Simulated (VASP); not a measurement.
Here is a VASP 6.6.1 calculation.

The input INCAR:

```
PREC = Accurate
ENCUT = 520
EDIFF = 1E-6
ISMEAR = 0
SIGMA = 0.1
LREAL = F
LASPH = T
NELM = 100
ALGO = Normal
ISIF = 2
LWAVE = F
LCHARG = F
LDIPOL = T
IDIPOL = 3
DIPOL = 0.5 0.5 0.500
GGA = PE
NBANDS = 42
ISYM = 0
```

Contents of KPOINTS:

```
Automatic mesh
0
Gamma
  14 13 1
```

File POSCAR:

```
Au
1.0
    2.8654213430      0.0000000000      0.0000000000
   -1.4327106715      2.5703810382      0.0000000000
    0.0000000000      0.0000000000     27.2303322337
Au
6
Direct
    0.3359771372      0.6719549382      0.2747363164
    0.6648703596      0.3277684975      0.3654078948
    0.3370741404      0.6732569869      0.4552417478
    0.6629258541      0.3267430129      0.5447582508
    0.3351296384      0.6722315029      0.6345921048
    0.6640228703      0.3280450616      0.7252636853
```

Potentials or basis: VASP PAW PBE potentials, release 64 (Au).

The run is started by

```bash
$ cat potpaw_PBE.64/Au/POTCAR > POTCAR
$ mpirun -np 1 vasp_std > vasp.out
```

(1) What does it give for the largest force?

(2) What does it give for the band gap on the k mesh?

Results:

(1) 0.007 eV/Å.

(2) zero (bands 33 and 34 overlap by 4.94 eV).

Caveat: spin-orbit coupling is left out, which moves the levels of the heavy elements.
